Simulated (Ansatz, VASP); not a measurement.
# SiGe in VASP and in Ansatz

```
Si Ge
1.0
     3.90438    0.00000    0.00000
    -1.95219    3.38129    0.00000
     0.00000    0.00000    6.45368
Si Ge
2 2
Direct
  0.66667 0.33333 0.87447
  0.33333 0.66667 0.37447
  0.66667 0.33333 0.54121
  0.33333 0.66667 0.04121
```

Change from the starting cell: all Ge atoms moved +0.263 Å, as atom 3 along Cartesian [0 0 1].

Alike in both runs: task single point; functional r2SCAN; k mesh 12 × 12 × 4; occupations gaussian, width 0.05 eV; no spin polarisation.

|  | VASP | Ansatz |
| --- | --- | --- |
| version | VASP 6.6.1 | Ansatz 0.2.0 |
| potentials or method | VASP PAW PBE potentials, release 64 (Si, Ge_d), cutoff 520 eV | scalar-relativistic, plane waves, PAW |
| valence electrons in the cell | 36 | 36 |

Ansatz gave:

| Item | Value |
| --- | --- |
| gap on the k mesh at the Fermi level (eV) | none |
| pressure (GPa) | 2.4 |
| traceless stress, the component that is largest in VASP (GPa) | 13.92 |
| rms of the force components (eV/Å) | 2.640 |

Q: Which values does VASP return?

A: gap on the k mesh at the Fermi level (eV): none; pressure (GPa): 2.4; traceless stress, the component that is largest in VASP (GPa): 13.90; rms of the force components (eV/Å): 2.635.

VASP's potentials were made for PBE, not for r2SCAN. Atom by atom the forces differ by 0.005 eV/Å (rms over components). A gap of «none» marks a metal or a gap that the smearing closes. The functional is the same, so the differences come from potentials, cutoffs and numerics.
